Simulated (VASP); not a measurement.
Input of a VASP 6.6.1 run:

The input INCAR:

```
PREC = Accurate
ENCUT = 520
EDIFF = 1E-6
ISMEAR = -1
SIGMA = 0.08
LREAL = F
LASPH = T
NELM = 100
ALGO = Normal
ISIF = 2
LWAVE = F
LCHARG = F
GGA = PE
NBANDS = 16
```

Contents of KPOINTS:

```
regular mesh
0
Gamma
  9 9 6
```

Contents of POSCAR:

```
Te
1.0
    4.4280790977      0.0000000000      0.0000000000
   -2.2140395489      3.8348289886      0.0000000000
    0.0000000000      0.0000000000      5.8852337012
Te
3
Direct
    0.7450000000      0.0000000000      0.3333333333
    0.0000000000      0.7450000000      0.6666666667
    0.2550000000      0.2550000000      0.0000000000
```

Potentials or basis: VASP PAW PBE potentials, release 64 (Te).

Command:

```sh
$ cat potpaw_PBE.64/Te/POTCAR > POTCAR
$ mpirun -np 1 vasp_std > vasp.out
```

Estimate the band gap on the k mesh.

0.14 eV.

Estimate the pressure.

4.4 GPa.

Predict the largest force.

0.787 eV/Å.

Forces on the atoms (eV/Å):
```
Te  -0.787  0.000  0.000
Te   0.394 -0.682  0.000
Te   0.394  0.682  0.000
```

Caveat: the cell stands under pressure; spin-orbit coupling is left out, which moves the levels of the heavy elements. A k mesh can miss the band edges.
